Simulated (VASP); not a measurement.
The system is ZnCu.

```xyz
2
Lattice="2.9450 0.0000 0.0000 0.0000 2.9450 0.0000 0.0000 0.0000 2.9450" Properties=species:S:1:pos:R:3 pbc="T T T"
Zn    1.4725    1.4725    1.4725
Cu    0.0000    0.0000    0.0000
```

Base run:

| Item | Value |
| --- | --- |
| Program | VASP 6.6.1 |
| Functional | PBE |
| Potentials or basis | VASP PAW PBE potentials, release 64 (Zn, Cu) |
| Cutoff | 520 eV |
| k mesh | 6 × 6 × 6 |
| Occupations | gaussian, width 0.1 eV |
| Spin | no spin polarisation |

Its results: pressure 3.5 GPa.

Task: After a change of settings the same cell gave: pressure 1.9 GPa. Which change was it?
A. k mesh from 6 × 6 × 6 to 9 × 9 × 9
B. k mesh from 6 × 6 × 6 to 3 × 3 × 3; further incar settings from ALGO = Normal; EDIFF = 1e-07; NBANDS = 18 to ALGO = Normal; EDIFF = 1e-06; NBANDS = 18
C. k mesh from 6 × 6 × 6 to 8 × 8 × 8; further incar settings from ALGO = Normal; EDIFF = 1e-07; NBANDS = 18 to ALGO = Normal; EDIFF = 1e-06; NBANDS = 18
D. k mesh from 6 × 6 × 6 to 4 × 4 × 4

Result: D.

Caveats: some runs use coarse meshes.
